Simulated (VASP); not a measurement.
Input of a VASP 6.6.1 run:

The input POSCAR:

```
MgB2
1.0
    3.0897861850      0.0000000000      0.0000000000
   -1.5448930925      2.6758333285      0.0000000000
    0.0000000000      0.0000000000      3.5120909540
Mg B
1 2
Direct
    0.0000000000      0.0000000000      0.0000000000
    0.3333333333      0.6666666667      0.5000000000
    0.6666666667      0.3333333333      0.5000000000
```

INCAR.step1

```
PREC     = Accurate       # precision mode
ENCUT    = 600            # plane-wave cutoff, eV
ISMEAR   = 0              # smearing method
SIGMA    = 0.05           # smearing width, eV
LREAL    = False          # projectors in reciprocal space
LASPH    = True           # aspherical terms in the spheres
NELM     = 80             # most SCF steps
GGA      = PE             # functional
ALGO     = Normal         # electronic algorithm
EDIFF    = 1E-4           # SCF threshold, eV
LWAVE    = True           # write WAVECAR
LCHARG   = False          # write CHGCAR
```

File INCAR.step2:

```
PREC     = Accurate       # precision mode
ENCUT    = 600            # plane-wave cutoff, eV
EDIFF    = 1E-6           # SCF threshold, eV
ISMEAR   = 0              # smearing method
SIGMA    = 0.05           # smearing width, eV
LREAL    = False          # projectors in reciprocal space
LASPH    = True           # aspherical terms in the spheres
NELM     = 80             # most SCF steps
ALGO     = Normal         # electronic algorithm
ISIF     = 4              # what is computed and relaxed
LWAVE    = False          # write WAVECAR
LCHARG   = False          # write CHGCAR
METAGGA  = R2SCAN         # meta-GGA
LMIXTAU  = True         
IBRION   = 2              # ionic algorithm
NSW      = 60             # ionic steps
EDIFFG   = -0.02          # ionic threshold
ISTART   = 1
```

Contents of KPOINTS:

```
regular mesh
0
Gamma
  8 8 6
```

Potentials or basis: VASP PAW PBE potentials, release 64 (Mg, B).

Launch:

```bash
$ cat potpaw_PBE.64/Mg/POTCAR potpaw_PBE.64/B/POTCAR > POTCAR
$ cp INCAR.step1 INCAR
$ mpirun -np 1 vasp_std > vasp.out
$ cp INCAR.step2 INCAR
$ mpirun -np 1 vasp_std > vasp.out
```

Problem. Estimate the band gap on the k mesh.

Solution. Zero (bands 4 and 5 overlap by 2.69 eV).

Final structure:
```cif
data_structure
_symmetry_space_group_name_H-M 'P 1'
_symmetry_Int_Tables_number 1
_cell_length_a 3.0898
_cell_length_b 3.0898
_cell_length_c 3.5121
_cell_angle_alpha 90.000
_cell_angle_beta 90.000
_cell_angle_gamma 120.000
_cell_volume 29.04
loop_
_atom_site_label
_atom_site_type_symbol
_atom_site_fract_x
_atom_site_fract_y
_atom_site_fract_z
_atom_site_occupancy
Mg1 Mg 0.00000 0.00000 0.00000 1
B1 B 0.33333 0.66667 0.50000 1
B2 B 0.66667 0.33333 0.50000 1
```

Caveat: the relaxation stopped at its first step, so nothing moved.
